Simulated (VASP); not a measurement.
## BeZn3Te4: relaxation of cell and atoms with PBE

The system is BeZn3Te4.

```
Be Zn Te
1.0
     6.04352   -0.01022   -0.01438
    -0.01022    5.97300   -0.00819
    -3.03100   -2.98957    6.05364
Be Zn Te
1 3 4
Direct
  0.01622 0.99170 0.99765
  0.74140 0.25213 0.50165
  0.24093 0.75741 0.50187
  0.51018 0.49997 0.01708
  0.65754 0.65974 0.76184
  0.10314 0.10618 0.75509
  0.34609 0.88577 0.23879
  0.88450 0.34711 0.22603
```

```
Program                : VASP 6.6.1
Task                   : relaxation of cell and atoms
Functional             : PBE
Potentials or basis    : VASP PAW PBE potentials, release 64 (Be, Zn, Te)
Cutoff                 : 600 eV
k mesh                 : 4 × 4 × 4
Occupations            : gaussian, width 0.1 eV
Spin                   : no spin polarisation
Dipole correction      : no
Further INCAR settings : ALGO = Normal; EDIFF = 1e-07; IBRION = 2; EDIFFG = -0.025; NSW = 80; ISIF = 3
```

```
Relaxed volume                        : 27.66 Å³/atom
Relaxed cell                          : a = 6.053 Å, b = 6.053 Å, c = 7.406 Å, α = 114.19°, β = 114.15°, γ = 89.97°
Space group after relaxing (to 0.1 Å) : I-42m (No. 121)
Energy gained by relaxing             : 26.3 meV/atom
Ionic steps                           : 12
Pressure after relaxing               : 0.0 GPa
Largest force after relaxing          : 0.019 eV/Å
Band gap on the k mesh                : 1.60 eV
```

Forces on the atoms (eV/Å):
```
Be   0.013  0.001 -0.007
Zn   0.014 -0.002  0.000
Zn   0.005 -0.003  0.001
Zn  -0.011  0.004 -0.001
Te  -0.004 -0.007  0.009
Te   0.001 -0.003  0.000
Te  -0.002  0.003  0.006
Te  -0.016  0.008 -0.008
```

Stress tensor (GPa, compression positive):
```
 0.04 -0.02  0.01
-0.02  0.04  0.05
 0.01  0.05  0.03
```

The path:
| step | energy change (eV) | largest force (eV/Å) | pressure (GPa) | volume (Å³) |
| --- | --- | --- | --- | --- |
| 1 | 0.0000 | 0.8926 | 1.01 | 218.11 |
| 2 | -0.1300 | 0.5195 | -0.37 | 223.58 |
| 3 | -0.1484 | 0.3282 | -1.01 | 226.67 |
| 4 | -0.1940 | 0.1805 | -0.16 | 222.17 |
| 5 | -0.1973 | 0.1850 | 0.15 | 220.70 |
| 6 | -0.2029 | 0.1025 | 0.02 | 221.28 |
| 7 | -0.2040 | 0.0998 | -0.05 | 221.68 |
| 8 | -0.2065 | 0.0596 | -0.02 | 221.52 |
| 9 | -0.2071 | 0.0675 | 0.01 | 221.40 |
| 10 | -0.2085 | 0.0543 | 0.00 | 221.42 |
| 11 | -0.2100 | 0.0431 | -0.02 | 221.49 |
| 12 | -0.2103 | 0.0192 | 0.04 | 221.25 |

Final structure:
```
Be Zn Te
1.0
     6.05278    0.00122   -0.00126
     0.00155    6.05311   -0.00331
    -3.02823   -3.03044    6.04115
Be Zn Te
1 3 4
Direct
  0.00014 0.99983 0.00019
  0.74875 0.25003 0.49989
  0.24936 0.75106 0.50000
  0.50167 0.49921 0.99989
  0.64518 0.64617 0.76140
  0.11578 0.11683 0.76203
  0.35434 0.88287 0.23762
  0.88479 0.35401 0.23899
```

Levels at points of the mesh, in eV from the valence-band top:
```tsv
k point	band 29	band 30	band 31	band 32	band 33	band 34
(0.00, 0.00, 0.00)	-0.04	0.00	0.00	1.60	2.21	2.34
(0.50, 0.00, 0.00)	-1.63	-1.01	-0.87	3.10	3.45	3.81
(0.00, 0.50, 0.00)	-1.63	-1.01	-0.87	3.10	3.44	3.82
(0.50, 0.50, 0.00)	-0.87	-0.78	-0.66	1.79	1.95	3.36
(0.00, 0.00, 0.50)	-1.42	-1.15	-1.15	2.04	2.25	2.41
(0.50, 0.00, 0.50)	-1.63	-1.01	-0.87	3.10	3.44	3.81
(0.00, 0.50, 0.50)	-1.63	-1.01	-0.87	3.10	3.46	3.80
(0.50, 0.50, 0.50)	-0.86	-0.78	-0.66	1.78	1.94	3.37
```

Wall time 100 min on 1 thread of Oxide Virtual Turin-like Processor, with other jobs on the host, peak memory 0.57 GiB.

Caveat: spin-orbit coupling is left out, which moves the levels of the heavy elements. A k mesh can miss the band edges.
